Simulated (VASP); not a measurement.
NiSb (Breithauptite), 4 atoms in the cell. Symmetry: P6_3/mmc, No. 194, hexagonal system. The conventional cell has a = 3.928 Å, b = 3.928 Å, c = 5.171 Å, α = 90.00°, β = 90.00°, γ = 120.00°. Within 3.4 Å of Sb (site symmetry -6m2) lie 6 Ni at 2.61 Å. Ni (site symmetry -3m) has 2 Ni at 2.59 Å and 6 Sb at 2.61 Å within 3.4 Å. 

* Program: VASP 6.6.1
* Task: single point
* Functional: PBEsol
* Potentials or basis: VASP PAW PBE potentials, release 64 (Sb, Ni)
* Cutoff: 520 eV
* k mesh: 7 × 7 × 5
* Occupations: fermi-dirac, width 0.05 eV
* Spin: collinear spin, ferromagnetic start
* Starting moments: [0.0, 0.0, 1.0, 1.0] μB
* Dipole correction: no
* Further INCAR settings: ALGO = Normal; EDIFF = 1e-06; NBANDS = 27

Potentials or basis: VASP PAW PBE potentials, release 64 (Sb, Ni).

Launch:

```console
$ cat potpaw_PBE.64/Sb/POTCAR potpaw_PBE.64/Ni/POTCAR > POTCAR
$ mpirun -np 1 vasp_std > vasp.out
```

Hardware: 1 thread of AMD EPYC 9R45 96-Core Processor (Zen 5), with other jobs on the host.

**Question.** How long does it take, and how much memory?

**Answer.** It took 53 s on 1 thread of AMD EPYC 9R45 96-Core Processor (Zen 5), on a shared host, peak memory 0.21 GiB. Counts: scf iterations 14, k points 24.
